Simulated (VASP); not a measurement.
# Mo (Im-3m) in VASP: further runs

The runs below take Mo through single point, with PBE.

All numbers are computed with VASP 6.6.1; they aren't measurements. Logs are shortened: lines on timing, memory, paths and dates and some standing lists are left out, and cuts for length are marked.

**1. The cell of the first run**

Symmetry: Im-3m, No. 229, cubic system. The conventional cell has a = 3.093 Å, b = 3.093 Å, c = 3.093 Å, α = 90.00°, β = 90.00°, γ = 90.00°. Within 3.5 Å of Mo (site symmetry m-3m) lie 14 Mo at 2.68 to 3.09 Å.

**2. Single point, PBE**

INCAR reads:

```
SYSTEM = Mo
PREC = Accurate
ENCUT = 520
EDIFF = 1E-6
ISMEAR = -1
SIGMA = 0.1
LREAL = .FALSE.
LASPH = .TRUE.
NELM = 80
ALGO = Normal
ISIF = 2
LWAVE = .FALSE.
LCHARG = .TRUE.
GGA = PE
LELF = .TRUE.
LVHAR = .TRUE.
NBANDS = 13
```

KPOINTS reads:

```
regular mesh
0
G
  13 13 13
  0 0 0
```

POSCAR reads:

```
Mo
1.0
   -1.5467417963      1.5467417963      1.5467417963
    1.5467417963     -1.5467417963      1.5467417963
    1.5467417963      1.5467417963     -1.5467417963
Mo
1
Direct
    0.0000000000      0.0000000000      0.0000000000
```

Potentials or basis: VASP PAW PBE potentials, release 64 (Mo_sv).

On the command line:

```
$ cat potpaw_PBE.64/Mo_sv/POTCAR > POTCAR
$ mpirun -np 1 vasp_std > vasp.out
```

OUTCAR:

```text
SYSTEM = Mo
   PREC = Accurate
   ENCUT = 520
   EDIFF = 1E-6
   ISMEAR = -1
   LREAL = .FALSE.
   LASPH = .TRUE.
   NELM = 80
   ISIF = 2
   GGA = PE

 ion  position               nearest neighbor table
   1  0.000  0.000  0.000-

  LATTYP: Found a body centered cubic cell.
 ALAT       =     3.0934835926

  Lattice vectors:

 A1 = (  -1.5467417963,   1.5467417963,   1.5467417963)
 A2 = (   1.5467417963,  -1.5467417963,   1.5467417963)
 A3 = (   1.5467417963,   1.5467417963,  -1.5467417963)

Analysis of symmetry for initial positions (statically):
=====================================================================
 Subroutine PRICEL returns:
 Original cell was already a primitive cell.

 Routine SETGRP: Setting up the symmetry group for a
 body centered cubic supercell.

 Subroutine GETGRP returns: Found 48 space group operations
 (whereof 48 operations were pure point group operations)
 out of a pool of 48 trial point group operations.

The static configuration has the point symmetry O_h .

Analysis of symmetry for dynamics (positions and initial velocities):
=====================================================================
 Subroutine PRICEL returns:
 Original cell was already a primitive cell.

 Routine SETGRP: Setting up the symmetry group for a
 body centered cubic supercell.

 Subroutine GETGRP returns: Found 48 space group operations
 (whereof 48 operations were pure point group operations)
 out of a pool of 48 trial point group operations.

The dynamic configuration has the point symmetry O_h .

 Subroutine INISYM returns: Found 48 space group operations
 (whereof 48 operations are pure point group operations),
 and found     1 'primitive' translations

----------------------------------------------------------------------------------------

                                     Primitive cell

  volume of cell :      14.8018

  direct lattice vectors                    reciprocal lattice vectors
    -1.546741796  1.546741796  1.546741796     0.000000000  0.323260160  0.323260160
     1.546741796 -1.546741796  1.546741796     0.323260160  0.000000000  0.323260160
     1.546741796  1.546741796 -1.546741796     0.323260160  0.323260160  0.000000000

  length of vectors
     2.679035377  2.679035377  2.679035377     0.457158902  0.457158902  0.457158902

  position of ions in fractional coordinates (direct lattice)
     0.000000000  0.000000000  0.000000000

  ion indices of the primitive-cell ions
   primitive index   ion index
                 1           1

----------------------------------------------------------------------------------------

 KPOINTS: regular mesh

Automatic generation of k-mesh.
 Grid dimensions read from file:
 generate k-points for:   13   13   13

 Generating k-lattice:

  Cartesian coordinates                     Fractional coordinates (reciprocal lattice)
     0.000000000  0.024866166  0.024866166     0.076923077  0.000000000  0.000000000
     0.024866166  0.000000000  0.024866166     0.000000000  0.076923077  0.000000000
     0.024866166  0.024866166  0.000000000     0.000000000  0.000000000  0.076923077

  Length of vectors
     0.035166069  0.035166069  0.035166069

  Shift w.r.t. Gamma in fractional coordinates (k-lattice)
     0.000000000  0.000000000  0.000000000

 Subroutine IBZKPT returns following result:
 ===========================================

 Found     84 irreducible k-points:

 Following reciprocal coordinates:
            Coordinates               Weight
  0.000000  0.000000  0.000000      1.000000
  0.076923  0.000000  0.000000     12.000000
  0.153846  0.000000  0.000000     12.000000
  0.230769  0.000000  0.000000     12.000000
  0.307692  0.000000  0.000000     12.000000
  0.384615  0.000000  0.000000     12.000000
[... 16 lines left out ...]
  0.153846  0.076923  0.076923     24.000000
  0.230769  0.076923  0.076923     24.000000
 [... further k-points ...]
   k-points           NKPTS =     84   k-points in BZ     NKDIM =     84   number of bands    NBANDS=     13
   number of dos      NEDOS =    301   number of ions     NIONS =      1
   total plane-waves  NPLWV =   8000
   dimension x,y,z NGX =    20 NGY =   20 NGZ =   20
   dimension x,y,z NGXF=    40 NGYF=   40 NGZF=   40
   ions per type =               1
   NGX,Y,Z   is equivalent  to a cutoff of  12.41, 12.41, 12.41 a.u.
   NGXF,Y,Z  is equivalent  to a cutoff of  24.82, 24.82, 24.82 a.u.
 SYSTEM =  Mo
   PREC   = accura    normal or accurate (medium, high low for compatibility)
   ISTART =      0    job   : 0-new  1-cont  2-samecut
   ICHARG =      2    charge: 1-file 2-atom 10-const
   ISPIN  =      1    spin polarized calculation?
   LNONCOLLINEAR =      F non collinear calculations
   LSORBIT =      F    spin-orbit coupling
   LASPH  =      T    aspherical Exc in radial PAW
   ENCUT  =  520.0 eV  38.22 Ry    6.18 a.u.   4.98  4.98  4.98*2*pi/ulx,y,z
   NELM   =     80;   NELMIN=  2; NELMDL= -5     # of ELM steps
   EDIFF  = 0.1E-05   stopping-criterion for ELM
   LREAL  =      F    real-space projection
   EDIFFG = 0.1E-04   stopping-criterion for IOM
   NSW    =      0    number of steps for IOM
   IBRION =     -1    ionic relax: 0-MD 1-quasi-New 2-CG
   NFREE  =      0    steps in history (QN), initial steepest desc. (CG)
   ISIF   =      2    stress and relaxation
   ISYM   =      2    0-nonsym 1-usesym 2-fastsym
   POTIM  = 0.5000    time-step for ionic-motion
   TEBEG  =    0.0;   TEEND  =   0.0 temperature during run
   PSTRESS=    0.0 pullay stress
   NELECT =      14.0000    total number of electrons
   NUPDOWN=      -1.0000    fix difference up-down
   EMIN   =  10.00;   EMAX   =-10.00  energy-range for DOS
   EFERMI =   0.00;   METHOD = LEGACY
   ISMEAR =    -1;   SIGMA  =   0.10  broadening in eV -4-tet -1-fermi 0-gaus
   EFERMI_NEDOS =   21; number of points for ismear=-14 and -15
   IALGO  =     38    algorithm
   IMIX   =      4    mixing-type and parameters
     AMIX     =   0.40;   BMIX     =  1.00
     AMIX_MAG =   1.60;   BMIX_MAG =  1.00
  volume/ion in A,a.u.               =      14.80        99.89
  Fermi-wavevector in a.u.,A,eV,Ry     =   1.606989  3.036770 35.135890  2.582415
  Thomas-Fermi vector in A             =   2.703089
   LORBIT       =      0    0 simple, 1 ext, 2 COOP (PROOUT), +10 PAW based schemes
   GGA     = PE    functional components
   LHFCALC =     F    Hartree Fock is set to
   AEXX    =    0.0000 exact exchange contribution
   IVDW    =     0    specifies the selected vdW correction
   LEPSILON=     F    determine dielectric tensor
   LRPA    =     F    only Hartree local field effects (RPA)
 non-spin polarized calculation
  energy-cutoff  :      520.00
  volume of cell :       14.80
 maximum number of plane-waves:       414
   NGX =  9   NGY =  9   NGZ =  9

 number of electron      13.9999997 magnetization

 Free energy of the ion-electron system (eV)
  ---------------------------------------------------
  ext. energy  EPLUGINS =         0.00000000
  ---------------------------------------------------
  free energy    TOTEN  =       -10.89126202 eV

  energy without entropy =      -10.87006935  energy(sigma->0) =      -10.88066569

 E-fermi :  13.5967     XC(G=0): -13.7004

 val. band max:       13.5850600312   @ k =  -0.3077   0.3077   0.1538
 cond. band min:      13.6335712326   @ k =  -0.2308   0.3077   0.0769
 fundamental gap:      0.0485112014
 Fermi energy:        13.5967178391

 k-point     1 :       0.0000    0.0000    0.0000
  band No.  band energies     occupation
      1     -47.7992      2.00000
      2     -20.9279      2.00000
      3     -20.9279      2.00000
      4     -20.9279      2.00000
      5       6.0861      2.00000
      6      12.0196      2.00000
      7      12.0196      2.00000
      8      12.0196      2.00000
      9      15.2540      0.00000
     10      15.2540      0.00000
     11      28.4000      0.00000
     12      28.4000      0.00000
     13      28.4000      0.00000

 k-point     2 :       0.0769    0.0000    0.0000
  band No.  band energies     occupation
      1     -47.7808      2.00000
      2     -21.0304      2.00000
      3     -20.9591      2.00000
      4     -20.9288      2.00000
      5       6.3629      2.00000
      6      11.8601      2.00000
      7      11.9902      2.00000
      8      12.2836      2.00000
      9      15.0221      0.00000
     10      15.2575      0.00000
     11      28.6121      0.00000
     12      28.8699      0.00000
     13      28.9761      0.00000

 k-point     3 :       0.1538    0.0000    0.0000
  band No.  band energies     occupation
      1     -47.7296      2.00000
      2     -21.3091      2.00000
      3     -21.0449      2.00000
      4     -20.9313      2.00000
      5       7.1009      2.00000
      6      11.4470      2.00000
      7      11.8566      2.00000
      8      13.0546      1.99120
      9      14.6608      0.00005
     10      15.2884      0.00000
     11      28.9966      0.00000
     12      30.1668      0.00000
     13      30.2058      0.00000
[... 305 lines left out ...]
 k-point    23 :       0.1538    0.0769    0.0769
  band No.  band energies     occupation
      1     -47.6331      2.00000
      2     -21.8125      2.00000
      3     -21.1297      2.00000
      4     -21.0123      2.00000
      5       8.4390      2.00000
      6      10.7690      2.00000
      7      11.0299      2.00000
      8      14.8793      0.00001
      9      15.3193      0.00000
     10      15.3967      0.00000
     11      29.4632      0.00000
     12      30.2920      0.00000
     13      31.0508      0.00000

 k-point    24 :       0.2308    0.0769    0.0769
  band No.  band energies     occupation
      1     -47.5618      2.00000
      2     -22.1151      2.00000
      3     -21.2902      2.00000
      4     -21.0242      2.00000
      5       8.8259      2.00000
      6      10.3250      2.00000
      7      11.5254      2.00000
      8      15.0427      0.00000
      9      15.6052      0.00000
     10      17.1119      0.00000
     11      28.1781      0.00000
     12      29.0506      0.00000
     13      33.0112      0.00000

 [... further k-points ...]
[... 5 lines left out ...]
  --------------------------------------------------------------------------------------
  -------------------------------------------------------------------------------------
  Total        1.8136174      1.8136174      1.8136174     -0.0000000     -0.0000000      0.0000000
  in kB      196.3101734    196.3101734    196.3101734     -0.0000000     -0.0000000      0.0000000
  external PRESSURE =     196.3101734 kB  Pullay stress =       0.0000000 kB

 VOLUME and BASIS-vectors are now :
 -----------------------------------------------------------------------------
  energy-cutoff  :      520.00
  volume of cell :       14.80
      direct lattice vectors                 reciprocal lattice vectors
    -1.546741796  1.546741796  1.546741796     0.000000000  0.323260160  0.323260160
     1.546741796 -1.546741796  1.546741796     0.323260160  0.000000000  0.323260160
     1.546741796  1.546741796 -1.546741796     0.323260160  0.323260160  0.000000000

 POSITION                                       TOTAL-FORCE (eV/Angst)
 -----------------------------------------------------------------------------------
      0.00000      0.00000      0.00000        -0.000000      0.000000     -0.000000
 -----------------------------------------------------------------------------------
    total drift:                                0.000000     -0.000000      0.000000

  FREE ENERGIE OF THE ION-ELECTRON SYSTEM (eV)
  ---------------------------------------------------
  free  energy   TOTEN  =       -10.8912620187 eV

  energy  without entropy=      -10.8700693528  energy(sigma->0) =      -10.88066569
```

Run time: 7.8 s. Hardware: 1 thread of Intel Xeon Platinum 8488C (Sapphire Rapids), shared host; peak memory 0.13 GiB.

What came out:

| Quantity | Value |
| --- | --- |
| Free energy | -10.8913 eV |
| Pressure | 19.6 GPa |
| Band gap on the k mesh | zero (band 7 reaches 17.38 eV, above the bottom of band 8 at 12.02 eV) |

**3. Single point, PBE**

This run uses another cell than the first one, of 15.27 Å³/atom, 1.032 times its volume.

INCAR reads:

```
SYSTEM = Mo
PREC = Accurate
ENCUT = 520
EDIFF = 1E-6
ISMEAR = -1
SIGMA = 0.1
LREAL = .False.
LASPH = .True.
NELM = 80
ALGO = Normal
ISIF = 2
LWAVE = .False.
LCHARG = .False.
GGA = PE
NBANDS = 13
```

KPOINTS reads:

```
Automatic mesh
0
Gamma
  13 13 13
  0 0 0
```

POSCAR reads:

```
Mo
1.0
   -1.5628548496      1.5628548496      1.5628548496
    1.5628548496     -1.5628548496      1.5628548496
    1.5628548496      1.5628548496     -1.5628548496
Mo
1
Direct
    0.0000000000      0.0000000000      0.0000000000
```

Potentials or basis: VASP PAW PBE potentials, release 64 (Mo_sv).

On the command line:

```
$ cat potpaw_PBE.64/Mo_sv/POTCAR > POTCAR
$ mpirun -np 1 vasp_std > vasp.out
```

Run time: 7.3 s. Hardware: 1 thread of Intel Xeon Platinum 8488C (Sapphire Rapids), shared host; peak memory 0.13 GiB.

The run converged. Its results:

```yaml
Free_energy: -10.9339 eV
Pressure: 9.7 GPa
Band_gap_on_the_k_mesh: zero (band 7 reaches 16.70 eV, above the bottom of band 8 at 11.57 eV)
```

Levels at points of the mesh, in eV from the Fermi level:
```csv
k point,band 4,band 5,band 6,band 7,band 8,band 9,band 10,band 11
"(0.00, 0.00, 0.00)",-34.59,-7.41,-1.51,-1.51,-1.51,1.61,1.61,14.77
```
